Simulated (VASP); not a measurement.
Ge, 1 atom in the cell. Symmetry: Pm-3m, No. 221, cubic system. Conventional cell: a = 2.711 Å, b = 2.711 Å, c = 2.711 Å, α = 90.00°, β = 90.00°, γ = 90.00°. Ge (site symmetry m-3m) has 6 Ge at 2.71 Å within 3.6 Å. The cell was generated, and may not be a known phase.

| Property | Result |
| --- | --- |
| Program | VASP 6.6.1 |
| Task | single point |
| Functional | PBE |
| Potentials or basis | VASP PAW PBE potentials, release 64 (Ge_d) |
| Cutoff | 520 eV |
| k mesh | 20 × 20 × 20 |
| Occupations | gaussian, width 0.1 eV |
| Spin | no spin polarisation |
| Dipole correction | no |
| Further INCAR settings | ALGO = Normal; EDIFF = 1e-06; NBANDS = 13 |

Potentials or basis: VASP PAW PBE potentials, release 64 (Ge_d).

Launch:

```sh
$ cat potpaw_PBE.64/Ge_d/POTCAR > POTCAR
$ mpirun -np 1 vasp_std > vasp.out
```

Hardware: 1 thread of Intel(R) Xeon(R) 6975P-C (Granite Rapids) (shared host).

Task: How long does it take, and how much memory?

Result: Run time: 16 s on 1 thread of Intel(R) Xeon(R) 6975P-C (Granite Rapids) (shared host), peak memory 0.17 GiB. Counts: scf iterations 10, k points 286.
